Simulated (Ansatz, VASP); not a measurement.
One calculation of Eu, two programs

The input INCAR:

```
SYSTEM = Eu
PREC = Accurate
ENCUT = 520
EDIFF = 1E-7
ISMEAR = -1
SIGMA = 0.05
LREAL = .False.
LASPH = .True.
NELM = 150
ALGO = Normal
ISIF = 2
LWAVE = .False.
LCHARG = .True.
ISPIN = 2
MAGMOM = 7.126
LORBIT = 11
LMAXMIX = 6
GGA = RP
LELF = .True.
LVHAR = .True.
NBANDS = 18
```

The input KPOINTS:

```
regular mesh
0
Gamma
  13 13 13
  0 0 0
```

File POSCAR:

```
Eu
1.0
   -2.2646760641      2.2646760641      2.2646760641
    2.2646760641     -2.2646760641      2.2646760641
    2.2646760641      2.2646760641     -2.2646760641
Eu
1
Direct
    0.0000000000      0.0000000000      0.0000000000
```

Input for Ansatz:

```yaml
crystal:
  lattice:
    - [-2.2646760641, 2.2646760641, 2.2646760641]
    - [2.2646760641, -2.2646760641, 2.2646760641]
    - [2.2646760641, 2.2646760641, -2.2646760641]
  atoms:
    - { symbol: Eu, position: [0.0, 0.0, 0.0], spin: 7.126 }
hamiltonian:
  xc: rpbe
  pseudopotentials:
    kind: paw
    azcp:
      Eu: "pseudopotentials/Eu.paw.azcp"
basis:
  ecutwfc: 420
  fft_grid_basis: typed
kpoints:
  mp_grid: { grid: [13, 13, 13], shift: [0, 0, 0] }
magnetization:
  spin_polarized: true
scf:
  occupations: { method: fermi_dirac, width: 0.05 }
```

Alike in both runs: task single point; functional RPBE; k mesh 13 × 13 × 13; occupations fermi-dirac, width 0.05 eV; collinear spin.

|  | VASP | Ansatz |
| --- | --- | --- |
| version | VASP 6.6.1 | Ansatz 0.2.0 |
| potentials or method | VASP PAW PBE potentials, release 64 (Eu), cutoff 520 eV | plane waves (420 eV) with PAW, scalar-relativistic |
| valence electrons in the cell | 17 | 17 |

Ansatz gave:

| Quantity | Value |
| --- | --- |
| net moment per atom (μB) | 7.41 |
| size of the moment on the site where the two differ most (μB) | 7.10 |

Which values does VASP return?

net moment per atom (μB): 7.40; size of the moment on the site where the two differ most (μB): 6.70.

VASP's potentials were made for PBE, not for RPBE. Site moments also hang on the region over which each program counts them. Ansatz's warnings: given moment on shells.

Spin-orbit coupling is off throughout.
